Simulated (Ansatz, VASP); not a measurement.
**MgS: VASP beside Ansatz**

```
Mg S
1.0
     0.00000    2.83312    2.83312
     2.83312    0.00000    2.83312
     2.83312    2.83312    0.00000
Mg S
1 1
Cartesian
  0.0000 0.0000 0.0000
  4.2819 4.2270 4.2715
```

Change from the starting cell: one atom moved.

Alike in both runs: task single point; functional PBE; k mesh 8 × 8 × 8; occupations gaussian, width 0.02 eV; no spin polarisation.

|  | VASP | Ansatz |
| --- | --- | --- |
| version | VASP 6.6.1 | Ansatz 0.2.0 |
| potentials or method | VASP PAW PBE potentials, release 64 (Mg, S), cutoff 520 eV | scalar-relativistic, plane waves, PAW |
| valence electrons in the cell | 8 | 16 |

VASP gave:

- gap on the k mesh at the Fermi level (eV): 3.38
- least direct gap on the mesh (eV): 3.38
- pressure (GPa): 0.8
- traceless stress, the component that is largest in VASP (GPa): 0.66
- rms of the force components (eV/Å): 0.134

**Question.** What did Ansatz give for the same quantities?

**Answer.** gap on the k mesh at the Fermi level (eV): 3.39; least direct gap on the mesh (eV): 3.39; pressure (GPa): 1.0; traceless stress, the component that is largest in VASP (GPa): 0.66; rms of the force components (eV/Å): 0.133.

Atom by atom the forces differ by 0.000 eV/Å (rms over components). The functional is the same, so the differences come from potentials, cutoffs and numerics. VASP's potentials hold 8 valence electrons a cell and Ansatz's 16, so a difference there can come from the potentials and not from the codes.
